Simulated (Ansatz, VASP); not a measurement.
Two plane-wave programs on BN

The input INCAR:

```
PREC     = Accurate       # precision mode
ENCUT    = 600            # plane-wave cutoff, eV
EDIFF    = 1E-6           # SCF threshold, eV
ISMEAR   = -1             # smearing method
SIGMA    = 0.1            # smearing width, eV
LREAL    = False          # projectors in reciprocal space
LASPH    = True           # aspherical terms in the spheres
NELM     = 120            # most SCF steps
ALGO     = Normal         # electronic algorithm
ISIF     = 2              # what is computed and relaxed
LWAVE    = False          # write WAVECAR
LCHARG   = False          # write CHGCAR
NBANDS   = 11             # bands
GGA_COMPAT= False
```

The input KPOINTS:

```
Automatic mesh
0
Gamma
  8 8 8
```

POSCAR

```
BN
1.0
    0.0000000000      1.8194705475      1.8194705475
    1.8194705475      0.0000000000      1.8194705475
    1.8194705475      1.8194705475      0.0000000000
B N
1 1
Direct
    0.0000000000      0.0000000000      0.0000000000
    0.2500000000      0.2500000000      0.2500000000
```

Input for Ansatz:

```yaml
crystal:
  lattice:
    - [0.0, 1.8194705475299044, 1.8194705475299044]
    - [1.8194705475299044, 0.0, 1.8194705475299044]
    - [1.8194705475299044, 1.8194705475299044, 0.0]
  atoms:
    - { symbol: B, position: [0.0, 0.0, 0.0] }
    - { symbol: "N", position: [0.25, 0.25, 0.25] }
basis:
  ecutwfc: 500.0
kpoints:
  mp_grid:
    grid: [8, 8, 8]
hamiltonian:
  xc: lda
  pseudopotentials:
    kind: paw
scf:
  occupations:
    method: fermi_dirac
output:
  stress: true
```

Alike in both runs: task single point; functional LDA; k mesh 8 × 8 × 8; no spin polarisation.

|  | VASP | Ansatz |
| --- | --- | --- |
| version | VASP 6.6.1 | Ansatz 0.2.0 |
| potentials or method | VASP PAW LDA potentials, release 64 (B, N), cutoff 600 eV | plane waves, PAW |
| occupations | fermi-dirac, width 0.1 eV | fermi-dirac |
| valence electrons in the cell | 8 | 8 |

Ansatz gave:

* pressure (GPa): -17.8

Question: What did VASP give for the same quantities?

Answer: Pressure (GPa): -17.3.

LDA's correlation is that of Perdew and Zunger in VASP and of Perdew and Wang (1992) in Ansatz.
